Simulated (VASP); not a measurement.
# MgS (F-43m) in VASP: notebook, part 2 of 2

VASP 6.6.1. The steps go on from the part before.

## (3) Single point, BLYP+D3(BJ)

This run uses another cell than the first one, of 21.77 Å³/atom, 0.993 times its volume.

File INCAR:

```
AGGAC = 1.0
AGGAX = 1.0
ALDAC = 0.0
ALDAX = 1.0
ALGO = Normal
EDIFF = 1E-6
ENCUT = 520
GGA = B5
ISIF = 2
ISMEAR = 0
IVDW = 12
LASPH = T
LCHARG = T
LELF = T
LREAL = F
LVHAR = T
LWAVE = F
NBANDS = 11
NELM = 100
PREC = Accurate
SIGMA = 0.01
VDW_A1 = 0.4298
VDW_A2 = 4.2359
VDW_S6 = 1.0
VDW_S8 = 2.6996
```

File KPOINTS:

```
k-points
0
Gamma
  6 6 6
```

File POSCAR:

```
MgS
1.0
    0.0000000000      2.7921984114      2.7921984114
    2.7921984114      0.0000000000      2.7921984114
    2.7921984114      2.7921984114      0.0000000000
Mg S
1 1
Direct
    0.0000000000      0.0000000000      0.0000000000
    0.7500000000      0.7500000000      0.7500000000
```

Potentials or basis: VASP PAW PBE potentials, release 64 (Mg, S).

The run is started by

```sh
$ cat potpaw_PBE.64/Mg/POTCAR potpaw_PBE.64/S/POTCAR > POTCAR
$ mpirun -np 1 vasp_std > vasp.out
```

OUTCAR:

```text
EDIFF = 1E-6
   ENCUT = 520
   GGA = B5
   ISIF = 2
   ISMEAR = 0
   IVDW = 12
   LASPH = T
   LREAL = F
   NELM = 100
   PREC = Accurate
 IVDW          = 12

 ion  position               nearest neighbor table
   1  0.000  0.000  0.000-   2 2.42   2 2.42   2 2.42   2 2.42
   2  0.750  0.750  0.750-   1 2.42   1 2.42   1 2.42   1 2.42

  LATTYP: Found a face centered cubic cell.
 ALAT       =     5.5843968228

  Lattice vectors:

 A1 = (   0.0000000000,   2.7921984114,   2.7921984114)
 A2 = (   2.7921984114,   0.0000000000,   2.7921984114)
 A3 = (   2.7921984114,   2.7921984114,   0.0000000000)

Analysis of symmetry for initial positions (statically):
=====================================================================
 Subroutine PRICEL returns:
 Original cell was already a primitive cell.

 Routine SETGRP: Setting up the symmetry group for a
 face centered cubic supercell.

 Subroutine GETGRP returns: Found 24 space group operations
 (whereof 24 operations were pure point group operations)
 out of a pool of 48 trial point group operations.

The static configuration has the point symmetry T_d .
[... 162 lines left out ...]
      1      -9.6868      2.00000
      2       1.6955      2.00000
      3       1.6955      2.00000
      4       1.6955      2.00000
      5       5.5151      0.00000
      6       9.7983      0.00000
      7       9.7983      0.00000
      8       9.7983      0.00000
      9      12.6567      0.00000
     10      12.6567      0.00000
     11      15.8842      0.00000
[... 197 lines left out ...]
 k-point    16 :      -0.3333    0.5000    0.1667
  band No.  band energies     occupation
      1      -8.7101      2.00000
      2      -0.8819      2.00000
      3       0.0925      2.00000
      4       0.4074      2.00000
      5       6.8829      0.00000
      6       8.7124      0.00000
      7      11.3601      0.00000
      8      11.3851      0.00000
      9      14.6346      0.00000
     10      15.7645      0.00000
     11      15.9195      0.00000

------------------------ aborting loop because EDIFF is reached ----------------------------------------

 Edisp (eV)   -1.23591

 E8    (eV) :    -0.8733

  FORCE on cell =-STRESS in cart. coord.  units (eV):
  Direction    XX          YY          ZZ          XY          YZ          ZX
  --------------------------------------------------------------------------------------
  -------------------------------------------------------------------------------------
  Total      -0.02204    -0.02204    -0.02204     0.00000     0.00000     0.00000
  in kB      -0.81118    -0.81118    -0.81118     0.00000     0.00000     0.00000
  external pressure =       -0.81 kB  Pullay stress =        0.00 kB

 VOLUME and BASIS-vectors are now :
 -----------------------------------------------------------------------------
  energy-cutoff  :      520.00
  volume of cell :       43.54
      direct lattice vectors                 reciprocal lattice vectors
     0.000000000  2.792198411  2.792198411    -0.179070369  0.179070369  0.179070369
     2.792198411  0.000000000  2.792198411     0.179070369 -0.179070369  0.179070369
     2.792198411  2.792198411  0.000000000     0.179070369  0.179070369 -0.179070369

 POSITION                                       TOTAL-FORCE (eV/Angst)
 -----------------------------------------------------------------------------------
      0.00000      0.00000      0.00000        -0.000000     -0.000000     -0.000000
      4.18830      4.18830      4.18830         0.000000      0.000000      0.000000
 -----------------------------------------------------------------------------------
    total drift:                               -0.000000     -0.000000     -0.000000

  FREE ENERGIE OF THE ION-ELECTRON SYSTEM (eV)
  ---------------------------------------------------
  free  energy   TOTEN  =        -8.8776283760 eV

  energy  without entropy=       -8.8776283760  energy(sigma->0) =       -8.87762838
```

OSZICAR:

```text
N       E                     dE             d eps       ncg     rms          rms(c)
DAV:   1     0.270117193026E+02    0.27012E+02   -0.35387E+03   352   0.585E+02
DAV:   2    -0.644306225163E+01   -0.33455E+02   -0.31549E+02   469   0.982E+01
DAV:   3    -0.828157222935E+01   -0.18385E+01   -0.18359E+01   421   0.262E+01
DAV:   4    -0.829633643925E+01   -0.14764E-01   -0.14762E-01   444   0.287E+00
DAV:   5    -0.829651321938E+01   -0.17678E-03   -0.17678E-03   448   0.301E-01    0.401E+00
DAV:   6    -0.767858269898E+01    0.61793E+00   -0.16023E+00   373   0.481E+00    0.323E+00
DAV:   7    -0.763649040341E+01    0.42092E-01   -0.32249E-01   421   0.237E+00    0.296E+00
DAV:   8    -0.764267322175E+01   -0.61828E-02   -0.19596E-02   373   0.988E-01    0.154E+00
DAV:   9    -0.764158890135E+01    0.10843E-02   -0.30007E-03   406   0.270E-01    0.430E-01
DAV:  10    -0.764170322094E+01   -0.11432E-03   -0.26084E-04   394   0.856E-02    0.302E-02
DAV:  11    -0.764171316649E+01   -0.99455E-05   -0.12342E-05   418   0.200E-02    0.591E-02
DAV:  12    -0.764171346792E+01   -0.30143E-06   -0.11677E-06   397   0.545E-03
   1 F= -.88776284E+01 E0= -.88776284E+01  d E =-.108906E-26
```

stdout:

```text
POSCAR found type information on POSCAR MgS
 POSCAR found :  2 types and       2 ions
 scaLAPACK will be used
 -----------------------------------------------------------------------------
|                                                                             |
|                                                                             |
|     You enforced a specific xc type in the INCAR file but a different       |
|     I HOPE YOU KNOW WHAT YOU ARE DOING!                                     |
|                                                                             |
 -----------------------------------------------------------------------------

 LDA part: xc-table for (Slater(with rela. corr.)+VWN5), standard interpolation
 POSCAR, INCAR and KPOINTS ok, starting setup
 FFT: planning ... GRIDC
 FFT: planning ... GRID_SOFT
 FFT: planning ... GRID
 WAVECAR not read
 entering main loop
```

Run time: 21 s. Hardware: 1 thread of Intel Xeon 6975P-C, shared host; peak memory 0.17 GiB.

What came out:

| Property | Result |
| --- | --- |
| Free energy | -8.8776 eV |
| Pressure | -0.1 GPa |
| Band gap on the k mesh | 3.82 eV, direct |
| Dispersion energy per atom | -0.618 eV |

Levels at points of the mesh, in eV from the valence-band top:
```tsv
k point	band 2	band 3	band 4	band 5	band 6	band 7
(0.00, 0.00, 0.00)	0.00	0.00	0.00	3.82	8.10	8.10
(0.50, 0.00, 0.00)	-3.21	-0.34	-0.34	5.34	7.77	7.77
(0.50, 0.50, 0.00)	-2.89	-1.06	-1.06	4.07	5.78	11.63
```

Caveat: the PAW data sets were made with another functional, which shifts forces and pressure a little.

## (4) Single point, LDA

This run uses another cell than the first one, of 21.86 Å³/atom, 0.998 times its volume.

File INCAR:

```
PREC = Accurate ; ENCUT = 520
EDIFF = 1E-7 ; ISMEAR = 0
SIGMA = 0.01 ; LREAL = F
LASPH = T ; NELM = 100
ALGO = Normal ; ISIF = 2
LWAVE = F ; LCHARG = F
NBANDS = 11
```

File KPOINTS:

```
regular mesh
0
Gamma
  6 6 6
```

File POSCAR:

```
MgS
1.0
    0.0000000000      2.7962954588      2.7962954588
    2.7962954588      0.0000000000      2.7962954588
    2.7962954588      2.7962954588      0.0000000000
Mg S
1 1
Direct
    0.0000000000      0.0000000000      0.0000000000
    0.7500000000      0.7500000000      0.7500000000
```

Potentials or basis: VASP PAW LDA potentials, release 64 (Mg, S).

The run is started by

```sh
$ cat potpaw_LDA.64/Mg/POTCAR potpaw_LDA.64/S/POTCAR > POTCAR
$ mpirun -np 1 vasp_std > vasp.out
```

OUTCAR:

```text
PREC = Accurate
   ENCUT = 520
   EDIFF = 1E-7
   ISMEAR = 0
   LREAL = F
   LASPH = T
   NELM = 100
   ISIF = 2

 ion  position               nearest neighbor table
   1  0.000  0.000  0.000-   2 2.42   2 2.42   2 2.42   2 2.42
   2  0.750  0.750  0.750-   1 2.42   1 2.42   1 2.42   1 2.42

  LATTYP: Found a face centered cubic cell.
 ALAT       =     5.5925909176

  Lattice vectors:

 A1 = (   0.0000000000,   2.7962954588,   2.7962954588)
 A2 = (   2.7962954588,   0.0000000000,   2.7962954588)
 A3 = (   2.7962954588,   2.7962954588,   0.0000000000)

Analysis of symmetry for initial positions (statically):
=====================================================================
 Subroutine PRICEL returns:
 Original cell was already a primitive cell.

 Routine SETGRP: Setting up the symmetry group for a
 face centered cubic supercell.

 Subroutine GETGRP returns: Found 24 space group operations
 (whereof 24 operations were pure point group operations)
 out of a pool of 48 trial point group operations.

The static configuration has the point symmetry T_d .

Analysis of symmetry for dynamics (positions and initial velocities):
=====================================================================
 Subroutine PRICEL returns:
 Original cell was already a primitive cell.

 Routine SETGRP: Setting up the symmetry group for a
 face centered cubic supercell.

 Subroutine GETGRP returns: Found 24 space group operations
 (whereof 24 operations were pure point group operations)
 out of a pool of 48 trial point group operations.

The dynamic configuration has the point symmetry T_d .

 Subroutine INISYM returns: Found 24 space group operations
 (whereof 24 operations are pure point group operations),
 and found     1 'primitive' translations

----------------------------------------------------------------------------------------

                                     Primitive cell

[... 107 lines left out ...]
   LHFCALC =     F    Hartree Fock is set to
   AEXX    =    0.0000 exact exchange contribution
   IVDW    =     0    specifies the selected vdW correction
   LEPSILON=     F    determine dielectric tensor
   LRPA    =     F    only Hartree local field effects (RPA)
 non-spin polarized calculation
 Gauss-broadening in eV      SIGMA  =   0.01
  energy-cutoff  :      520.00
  volume of cell :       43.73
 maximum number of plane-waves:      1243
 NGX is ok and might be reduce to    30
   NGX = 15   NGY = 15   NGZ = 15

 number of electron       8.0000000 magnetization

 Free energy of the ion-electron system (eV)
  ---------------------------------------------------
  ext. energy  EPLUGINS =         0.00000000
  ---------------------------------------------------
  free energy    TOTEN  =        -9.39296241 eV

  energy without entropy =       -9.39296241  energy(sigma->0) =       -9.39296241

 E-fermi :   1.2014     XC(G=0):  -8.9023

 val. band max:        1.1321318640   @ k =   0.0000   0.0000   0.0000
 cond. band min:       4.5119646710   @ k =   0.0000   0.0000   0.0000
 fundamental gap:      3.3798328070
 Fermi energy:         1.2014205536

 k-point     1 :       0.0000    0.0000    0.0000
  band No.  band energies     occupation
      1     -10.2318      2.00000
      2       1.1321      2.00000
      3       1.1321      2.00000
      4       1.1321      2.00000
      5       4.5120      0.00000
      6       8.9927      0.00000
      7       8.9927      0.00000
      8       8.9927      0.00000
      9      11.9495      0.00000
     10      11.9495      0.00000
     11      14.7908      0.00000
[... 197 lines left out ...]
 k-point    16 :      -0.3333    0.5000    0.1667
  band No.  band energies     occupation
      1      -9.2183      2.00000
      2      -1.5316      2.00000
      3      -0.5420      2.00000
      4      -0.2301      2.00000
      5       5.9186      0.00000
      6       7.8799      0.00000
      7      10.4773      0.00000
      8      10.5441      0.00000
      9      13.6887      0.00000
     10      15.0221      0.00000
     11      15.1259      0.00000

------------------------ aborting loop because EDIFF is reached ----------------------------------------

  FORCE on cell =-STRESS in cart. coord.  units (eV):
  Direction    XX          YY          ZZ          XY          YZ          ZX
  --------------------------------------------------------------------------------------
  -------------------------------------------------------------------------------------
  Total       -0.0809553     -0.0809553     -0.0809553      0.0000000     -0.0000000      0.0000000
  in kB       -2.9660377     -2.9660377     -2.9660377      0.0000000     -0.0000000      0.0000000
  external PRESSURE =      -2.9660377 kB  Pullay stress =       0.0000000 kB

 VOLUME and BASIS-vectors are now :
 -----------------------------------------------------------------------------
  energy-cutoff  :      520.00
  volume of cell :       43.73
      direct lattice vectors                 reciprocal lattice vectors
     0.000000000  2.796295459  2.796295459    -0.178808001  0.178808001  0.178808001
     2.796295459  0.000000000  2.796295459     0.178808001 -0.178808001  0.178808001
     2.796295459  2.796295459  0.000000000     0.178808001  0.178808001 -0.178808001

 POSITION                                       TOTAL-FORCE (eV/Angst)
 -----------------------------------------------------------------------------------
      0.00000      0.00000      0.00000        -0.000000      0.000000      0.000000
      4.19444      4.19444      4.19444         0.000000     -0.000000     -0.000000
 -----------------------------------------------------------------------------------
    total drift:                               -0.000000     -0.000000     -0.000000

  FREE ENERGIE OF THE ION-ELECTRON SYSTEM (eV)
  ---------------------------------------------------
  free  energy   TOTEN  =        -9.3929624117 eV

  energy  without entropy=       -9.3929624117  energy(sigma->0) =       -9.39296241
```

It took 9.7 s on 1 thread of Intel Xeon 6975P-C, shared host; peak memory 0.15 GiB.

Results:

```
Free energy            : -9.3930 eV
Pressure               : -0.3 GPa
Band gap on the k mesh : 3.38 eV, direct
```

Levels at points of the mesh, in eV from the valence-band top:
```
           k point  band 2  band 3  band 4  band 5  band 6  band 7
(0.00, 0.00, 0.00)    0.00    0.00    0.00    3.38    7.86    7.86
(0.50, 0.00, 0.00)   -3.34   -0.35   -0.35    5.00    7.51    7.51
(0.50, 0.50, 0.00)   -2.99   -1.10   -1.10    3.63    5.48   11.24
```

## (5) Overview

| level | potentials or basis | cell | gap on the mesh (eV) | pressure (GPa) |
| --- | --- | --- | --- | --- |
| PBEsol+D3(BJ) | VASP PAW PBE potentials, release 64 (Mg, S) | a = 3.957 Å, angles 60.0°, 2 atoms | 3.47 | 0.0 |
| BLYP+D3(BJ) | VASP PAW PBE potentials, release 64 (Mg, S) | a = 3.949 Å, angles 60.0°, 2 atoms | 3.82 | -0.1 |
| LDA | VASP PAW LDA potentials, release 64 (Mg, S) | a = 3.955 Å, angles 60.0°, 2 atoms | 3.38 | -0.3 |

Alike in all rows: task single point; no spin polarisation; k mesh 6 × 6 × 6; cutoff (eV) 520; smearing gaussian 0.01 eV.

Caveats: the PAW data sets were made with another functional, which shifts forces and pressure a little (some runs).

Absolute energies hang on the potentials; compare differences alone.
